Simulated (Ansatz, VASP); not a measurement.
## LiGeBr3 in VASP and in Ansatz

```
CELL_PARAMETERS angstrom
5.48664 0.00000 0.00000
0.00000 5.48664 0.00000
0.00000 0.00000 5.48664
ATOMIC_POSITIONS crystal
Li 0.50000 0.50000 0.50000
Ge 0.00000 0.00000 0.00000
Br 0.50000 0.00000 0.00000
Br 0.00000 0.50000 0.00000
Br 0.00000 0.00000 0.50000
```

Alike in both runs: task single point; functional PBEsol; k mesh 8 × 8 × 8; occupations gaussian, width 0.02 eV; no spin polarisation.

```csv
,VASP,Ansatz
version,VASP 6.6.1,Ansatz 0.2.0
potentials or method,"VASP PAW PBE potentials, release 64 (Li_sv, Ge_d, Br), cutoff 520 eV","scalar-relativistic, plane waves, PAW"
valence electrons in the cell,38,38
```

```csv
,VASP,Ansatz,Ansatz less VASP
gap on the k mesh at the Fermi level (eV),0.40,0.40,+0.005
least direct gap on the mesh (eV),0.40,0.40,+0.005
```

VASP's potentials were made for PBE, not for PBEsol. The functional is the same, so the differences come from potentials, cutoffs and numerics.

Noted on VASP's run: the cutoff is short for stress, so the pressure is rough.
